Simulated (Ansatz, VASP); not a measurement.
Given: the input of a run of VASP 6.6.1 on CaBr.

Contents of POSCAR:

```
CaBr
1.0
    4.0841480343      0.0000000000      0.0000000000
   -2.0420740171      3.5369759505      0.0000000000
    0.0000000000      0.0000000000      9.6721260000
Br Ca
2 2
Direct
    0.6666666667      0.3333333333      0.5344880000
    0.3333333333      0.6666666667      0.0344880000
    0.6666666667      0.3333333333      0.8405120000
    0.3333333333      0.6666666667      0.3405120000
```

The input INCAR.step1:

```
SYSTEM = CaBr
PREC = Accurate
ENCUT = 400
EDIFF = 1E-5
ISMEAR = -1
SIGMA = 0.05
LREAL = .FALSE.
LASPH = .TRUE.
NELM = 120
ALGO = Normal
ISIF = 2
LWAVE = .TRUE.
GGA = PE
NBANDS = 25
GGA_COMPAT = .FALSE.
```

INCAR.step2

```
SYSTEM = CaBr
PREC = Accurate
ENCUT = 400
EDIFF = 1E-6
ISMEAR = -1
SIGMA = 0.05
LREAL = .FALSE.
LASPH = .TRUE.
NELM = 120
ALGO = Normal
ISIF = 2
LWAVE = .FALSE.
LCHARG = .TRUE.
GGA = PE
LHFCALC = .TRUE.
AEXX = 0.5
PRECFOCK = Normal
LELF = .TRUE.
LVHAR = .TRUE.
ISTART = 1
NBANDS = 25
GGA_COMPAT = .FALSE.
```

Contents of KPOINTS:

```
regular mesh
0
G
  4 4 2
  0 0 0
```

Potentials or basis: VASP PAW PBE potentials, release 64 (Br, Ca_sv).

Command:

```bash
$ cat potpaw_PBE.64/Br/POTCAR potpaw_PBE.64/Ca_sv/POTCAR > POTCAR
$ cp INCAR.step1 INCAR
$ mpirun -np 1 vasp_std > vasp.out
$ cp INCAR.step2 INCAR
$ mpirun -np 1 vasp_std > vasp.out
```

Problem. Set up the same calculation for Ansatz 0.2.0. Potentials there: Ansatz PAW.

Solution. As run (the cutoff follows the program's own potentials):

File input.yaml:

```yaml
crystal:
  lattice:
    - [4.0841480343, 0.0, 0.0]
    - [-2.0420740171, 3.5369759505, 0.0]
    - [0.0, 0.0, 9.672126]
  atoms:
    - { symbol: Br, position: [0.6666666667, 0.3333333333, 0.534488] }
    - { symbol: Br, position: [0.3333333333, 0.6666666667, 0.034488] }
    - { symbol: Ca, position: [0.6666666667, 0.3333333333, 0.840512] }
    - { symbol: Ca, position: [0.3333333333, 0.6666666667, 0.340512] }
hamiltonian:
  xc: { exchange: pbe, correlation: pbe, exx: { coeff: 0.5 } }
  pseudopotentials: { kind: paw }
kpoints:
  mp_grid: { grid: [4, 4, 2] }
scf:
  occupations: { method: fermi_dirac, width: 0.05 }
output:
  forces: true
  stress: true
  eigenvalues: true
```

Potentials or basis: Ansatz PAW.

The run is started by

```sh
$ ansatz run input.yaml --threads 2 --pin off --max-ram 5632MiB --backend cpu --events-out ev --progress --plain --runs-dir out
```

Both were run:

|  | VASP | Ansatz | Ansatz less VASP |
| --- | --- | --- | --- |
| gap on the k mesh at the Fermi level (eV) | none | none | - |
| pressure (GPa) | 0.5 | 0.6 | +0.08 |
| traceless stress, the component that is largest in VASP (GPa) | 0.88 | 0.89 | +0.013 |
| rms of the force components (eV/Å) | 0.076 | 0.076 | 0.0000 |

VASP's potentials were made for PBE, not for PBE-based global hybrid. Atom by atom the forces differ by 0.000 eV/Å (rms over components). A gap of «none» marks a metal or a gap that the smearing closes.

The k mesh is coarse, so the values compare programs but aren't converged.
